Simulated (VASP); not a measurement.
Zn: relaxation of cell and atoms with LDA

Zn:

```xyz
2
Lattice="2.6700 0.0000 0.0000 -1.3350 2.3123 0.0000 0.0000 0.0000 4.9660" Properties=species:S:1:pos:R:3 pbc="T T T"
Zn    0.0000    1.5415    1.2415
Zn    1.3350    0.7708    3.7245
```

```
Program                : VASP 6.6.1
Task                   : relaxation of cell and atoms
Functional             : LDA
Potentials or basis    : VASP PAW LDA potentials, release 64 (Zn)
Cutoff                 : 600 eV
k mesh                 : 7 × 7 × 4
Occupations            : gaussian, width 0.1 eV
Spin                   : no spin polarisation
Dipole correction      : no
Further INCAR settings : ALGO = Normal; EDIFF = 1e-07; IBRION = 2; EDIFFG = -0.01; NSW = 80; ISIF = 3
```

```json
{
  "Relaxed volume": "13.67 Å³/atom",
  "Relaxed cell": "a = 2.567 Å, b = 2.567 Å, c = 4.792 Å, α = 90.00°, β = 90.00°, γ = 120.00°",
  "Space group after relaxing (to 0.1 Å)": "P6_3/mmc (No. 194)",
  "Energy gained by relaxing": "53.8 meV/atom",
  "Ionic steps": "8",
  "Pressure after relaxing": "0.0 GPa",
  "Band gap on the k mesh": "zero (bands 12 and 13 overlap by 4.60 eV)"
}
```

Step by step:
```csv
step,energy change (eV),largest force (eV/Å),pressure (GPa),volume (Å³)
1,0.0000,0.0000,-9.14,30.66
2,-0.1021,0.0000,2.09,26.94
3,-0.1061,0.0000,-0.14,27.47
4,-0.1060,0.0000,-0.43,27.53
5,-0.1074,0.0000,-0.29,27.44
6,-0.1076,0.0000,-0.21,27.39
7,-0.1076,0.0000,0.11,27.31
8,-0.1076,0.0000,0.00,27.34
```

Final structure:
```
CELL_PARAMETERS angstrom
2.56676 0.00000 0.00000
-1.28338 2.22288 0.00000
0.00000 0.00000 4.79163
ATOMIC_POSITIONS crystal
Zn 0.33333 0.66667 0.25000
Zn 0.66667 0.33333 0.75000
```

Levels at points of the mesh, in eV from the Fermi level:
```tsv
k point	band 9	band 10	band 11	band 12	band 13	band 14	band 15	band 16
(0.00, 0.00, 0.00)	-7.76	-7.51	-7.51	-4.36	-3.23	14.16	18.12	18.70
(0.00, 0.00, 0.50)	-7.61	-7.61	-7.61	-7.61	4.65	4.65	20.10	20.10
```

Wall time 35 s on 1 thread of Intel(R) Xeon(R) Platinum 8375C CPU @ 2.90GHz (Ice Lake), on a shared host, peak memory 0.15 GiB.

Caveat: the k points lie up to 0.40 Å⁻¹ apart in the final cell, too coarse for converged energies and pressures of a metal. LDA usually gives volumes a few per cent too small.
